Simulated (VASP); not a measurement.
# SnTe (Fm-3m) in VASP: further runs, part 2 of 2

VASP 6.6.1. Earlier steps stand in the parts before.

## Step 5: Single point, revPBE+D4

This run uses another cell than the first one, of 31.09 Å³/atom, 1.035 times its volume.

INCAR

```
ALGO = Normal ; EDIFF = 1E-6
ENCUT = 520 ; GGA = RE
ISIF = 2 ; ISMEAR = -1
IVDW = 13 ; LASPH = True
LCHARG = False ; LREAL = False
LWAVE = False ; NBANDS = 17
NELM = 60 ; PREC = Accurate
SIGMA = 0.05
```

KPOINTS

```
k-points
0
Gamma
  7 7 7
```

POSCAR

```
SnTe
1.0
    0.0000000000      3.1445189382      3.1445189382
    3.1445189382      0.0000000000      3.1445189382
    3.1445189382      3.1445189382      0.0000000000
Te Sn
1 1
Direct
    0.5000000000      0.5000000000      0.5000000000
    0.0000000000      0.0000000000      0.0000000000
```

Potentials or basis: VASP PAW PBE potentials, release 64 (Te, Sn_d).

Launch:

```console
cat potpaw_PBE.64/Te/POTCAR potpaw_PBE.64/Sn_d/POTCAR > POTCAR
mpirun -np 1 vasp_std > vasp.out
```

OUTCAR:

```text
EDIFF = 1E-6
   ENCUT = 520
   GGA = RE
   ISIF = 2
   ISMEAR = -1
   IVDW = 13
   LASPH = True
   LREAL = False
   NELM = 60
   PREC = Accurate

 ion  position               nearest neighbor table
   1  0.500  0.500  0.500-   2 3.14   2 3.14   2 3.14   2 3.14   2 3.14   2 3.14
   2  0.000  0.000  0.000-   1 3.14   1 3.14   1 3.14   1 3.14   1 3.14   1 3.14

  LATTYP: Found a face centered cubic cell.
 ALAT       =     6.2890378764

  Lattice vectors:

 A1 = (   0.0000000000,   3.1445189382,   3.1445189382)
 A2 = (   3.1445189382,   0.0000000000,   3.1445189382)
 A3 = (   3.1445189382,   3.1445189382,   0.0000000000)

Analysis of symmetry for initial positions (statically):
[... 33 lines left out ...]
                                     Primitive cell

  volume of cell :      62.1860

  direct lattice vectors                    reciprocal lattice vectors
     0.000000000  3.144518938  3.144518938    -0.159006834  0.159006834  0.159006834
     3.144518938  0.000000000  3.144518938     0.159006834 -0.159006834  0.159006834
     3.144518938  3.144518938  0.000000000     0.159006834  0.159006834 -0.159006834

  length of vectors
     4.447021330  4.447021330  4.447021330     0.275407915  0.275407915  0.275407915

  position of ions in fractional coordinates (direct lattice)
     0.500000000  0.500000000  0.500000000
[... 120 lines left out ...]

 E-fermi :   7.2128     XC(G=0):  -9.4499

 val. band max:        6.9018982201   @ k =   0.4286   0.0000   0.0000
 cond. band min:       7.5656074072   @ k =   0.4286   0.0000   0.0000
 fundamental gap:      0.6637091871
 Fermi energy:         7.2128385285

 k-point     1 :       0.0000    0.0000    0.0000
  band No.  band energies     occupation
      1     -14.8447      2.00000
      2     -14.8447      2.00000
      3     -14.8403      2.00000
      4     -14.8403      2.00000
      5     -14.8403      2.00000
      6      -5.7286      2.00000
[... 377 lines left out ...]
      4     -14.8352      2.00000
      5     -14.8299      2.00000
      6      -4.0713      2.00000
[... 9 lines left out ...]
     16      16.9205      0.00000
     17      17.5565      0.00000

------------------------ aborting loop because EDIFF is reached ----------------------------------------

  DFT-D4 for vdW energy calculation

  Edisp (eV):   -1.37980

  FORCE on cell =-STRESS in cart. coord.  units (eV):
  Direction    XX          YY          ZZ          XY          YZ          ZX
  --------------------------------------------------------------------------------------
  -------------------------------------------------------------------------------------
  Total      -0.01958    -0.01958    -0.01958    -0.00000    -0.00000     0.00000
  in kB      -0.50439    -0.50439    -0.50439    -0.00000    -0.00000     0.00000
  external pressure =       -0.50 kB  Pullay stress =        0.00 kB

 VOLUME and BASIS-vectors are now :
 -----------------------------------------------------------------------------
  energy-cutoff  :      520.00
  volume of cell :       62.19
      direct lattice vectors                 reciprocal lattice vectors
     0.000000000  3.144518938  3.144518938    -0.159006834  0.159006834  0.159006834
     3.144518938  0.000000000  3.144518938     0.159006834 -0.159006834  0.159006834
     3.144518938  3.144518938  0.000000000     0.159006834  0.159006834 -0.159006834

 POSITION                                       TOTAL-FORCE (eV/Angst)
 -----------------------------------------------------------------------------------
      3.14452      3.14452      3.14452         0.000000      0.000000     -0.000000
      0.00000      0.00000      0.00000         0.000000     -0.000000      0.000000
 -----------------------------------------------------------------------------------
    total drift:                               -0.000000      0.000000      0.000000

  FREE ENERGIE OF THE ION-ELECTRON SYSTEM (eV)
  ---------------------------------------------------
  free  energy   TOTEN  =        -8.2921790352 eV

  energy  without entropy=       -8.2921001633  energy(sigma->0) =       -8.29213960
```

stdout:

```text
POSCAR found type information on POSCAR TeSn
 POSCAR found :  2 types and       2 ions
 scaLAPACK will be used
 -----------------------------------------------------------------------------
|                                                                             |
|                                                                             |
|     You enforced a specific xc type in the INCAR file but a different       |
|     I HOPE YOU KNOW WHAT YOU ARE DOING!                                     |
|                                                                             |
 -----------------------------------------------------------------------------

 LDA part: xc-table for (Slater+PW92), standard interpolation
 POSCAR, INCAR and KPOINTS ok, starting setup
 FFT: planning ... GRIDC
 FFT: planning ... GRID_SOFT
 FFT: planning ... GRID
 WAVECAR not read
 entering main loop
```

Run time: 26 s. Hardware: 1 thread of AMD EPYC 7R43 (Zen 3), shared host; peak memory 0.17 GiB.

What came out:

```yaml
Free_energy: -8.2922 eV
Pressure: -0.1 GPa
Dispersion_energy_per_atom: -0.690 eV
```

Caveat: this odd mesh misses L, where the gap lies, so gap, dielectric constants and Born charges aren't listed; the PAW data sets were made with another functional, which shifts forces and pressure a little; spin-orbit coupling is left out, which moves the levels of the heavy elements.

## Step 6: Single point, SVWN5

This run uses another cell than the first one, of 30.66 Å³/atom, 1.021 times its volume.

INCAR

```
ALGO = Normal
EDIFF = 1E-6
ENCUT = 520
GGA = VW
ISIF = 2
ISMEAR = -1
LASPH = T
LCHARG = F
LREAL = F
LWAVE = F
NBANDS = 17
NELM = 60
PREC = Accurate
SIGMA = 0.05
```

KPOINTS is that of step 5.

POSCAR

```
SnTe
1.0
    0.0000000000      3.1297027185      3.1297027185
    3.1297027185      0.0000000000      3.1297027185
    3.1297027185      3.1297027185      0.0000000000
Te Sn
1 1
Direct
    0.5000000000      0.5000000000      0.5000000000
    0.0000000000      0.0000000000      0.0000000000
```

Potentials or basis: VASP PAW PBE potentials, release 64 (Te, Sn_d).

Launch:

```console
cat potpaw_PBE.64/Te/POTCAR potpaw_PBE.64/Sn_d/POTCAR > POTCAR
mpirun -np 1 vasp_std > vasp.out
```

Wall time 23 s (1 thread of AMD EPYC 7R43 (Zen 3), shared host); peak memory 0.14 GiB.

It converged, with:

```yaml
Free_energy: -8.8296 eV
Pressure: -0.7 GPa
```

Levels at points of the mesh, in eV from the Fermi level:
| k point | band 8 | band 9 | band 10 | band 11 | band 12 | band 13 |
| --- | --- | --- | --- | --- | --- | --- |
| (0.00, 0.00, 0.00) | -2.20 | -2.20 | -2.20 | 3.30 | 3.30 | 3.30 |

Caveat: this odd mesh misses L, where the gap lies, so gap, dielectric constants and Born charges aren't listed; the PAW data sets were made with another functional, which shifts forces and pressure a little; spin-orbit coupling is left out, which moves the levels of the heavy elements.

## Step 7: The runs side by side

```csv
level,cell,pressure (GPa)
SVWN5,"a = 4.396 Å, angles 60.0°, 2 atoms",0.4
PBEsol+D4,"a = 4.426 Å, angles 60.0°, 2 atoms",-0.7
PBEsol+D4,"a = 4.456 Å, angles 60.0°, 2 atoms",-1.6
revPBE+D4,"a = 4.447 Å, angles 60.0°, 2 atoms",-0.1
SVWN5,"a = 4.426 Å, angles 60.0°, 2 atoms",-0.7
```

Alike in all rows: task single point; potentials or basis VASP PAW PBE potentials, release 64 (Te, Sn_d); no spin polarisation; k mesh 7 × 7 × 7; cutoff (eV) 520; smearing fermi-dirac 0.05 eV.

Caveats: the PAW data sets were made with another functional, which shifts forces and pressure a little; spin-orbit coupling is left out, which moves the levels of the heavy elements.

Total energies depend on the potentials used, so only differences within one code and one set of settings carry meaning.
